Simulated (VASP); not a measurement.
As:

```
As
1.0
     1.88080    1.08588    3.51406
    -1.88080    1.08588    3.51406
     0.00000   -2.17176    3.51406
As
2
Direct
  0.77400 0.77400 0.77400
  0.22600 0.22600 0.22600
```

* Program: VASP 6.6.1
* Task: relaxation of cell and atoms
* Functional: PBE
* Potentials or basis: VASP PAW PBE potentials, release 64 (As)
* Cutoff: 600 eV
* k mesh: 12 × 12 × 12
* Occupations: gaussian, width 0.1 eV
* Spin: no spin polarisation

At the start: pressure 4.1 GPa; volume 21.53 Å³/atom.

Problem. Where does the relaxation end?

Solution. Over 19 steps the energy falls by 15.0 meV/atom and the volume is 22.64 Å³/atom (+5.1 %); space group R-3m (No. 166, to 0.05 Å).

Step by step:
| step | energy change (eV) | largest force (eV/Å) | pressure (GPa) | volume (Å³) |
| --- | --- | --- | --- | --- |
| 1 | 0.0000 | 0.4937 | 4.09 | 43.06 |
| 2 | -0.0112 | 0.3881 | -2.68 | 46.58 |
| 3 | -0.0297 | 0.0243 | 0.04 | 44.97 |
| 4 | -0.0297 | 0.0146 | 0.11 | 44.93 |
| 5 | -0.0298 | 0.0077 | 0.10 | 44.97 |
| 6 | -0.0299 | 0.0133 | 0.04 | 45.11 |
| 7 | -0.0300 | 0.0061 | -0.04 | 45.18 |
| 8 | -0.0300 | 0.0146 | -0.08 | 45.21 |
| 9 | -0.0300 | 0.0149 | -0.04 | 45.21 |
| 10 | -0.0300 | 0.0152 | 0.01 | 45.20 |
| 11 | -0.0300 | 0.0069 | 0.04 | 45.21 |
| 12 | -0.0300 | 0.0028 | 0.06 | 45.22 |
| 13 | -0.0300 | 0.0031 | 0.02 | 45.25 |
| 14 | -0.0300 | 0.0032 | 0.01 | 45.27 |
| 15 | -0.0300 | 0.0032 | 0.01 | 45.27 |
| 16 | -0.0300 | 0.0031 | 0.01 | 45.28 |
| 17 | -0.0300 | 0.0034 | -0.02 | 45.29 |
| 18 | -0.0300 | 0.0035 | -0.03 | 45.28 |
| 19 | -0.0300 | 0.0033 | -0.01 | 45.28 |

Final structure:
```
As
1.0
     1.90825    1.10173    3.58939
    -1.90825    1.10173    3.58939
     0.00000   -2.20346    3.58939
As
2
Direct
  0.77332 0.77332 0.77332
  0.22668 0.22668 0.22668
```
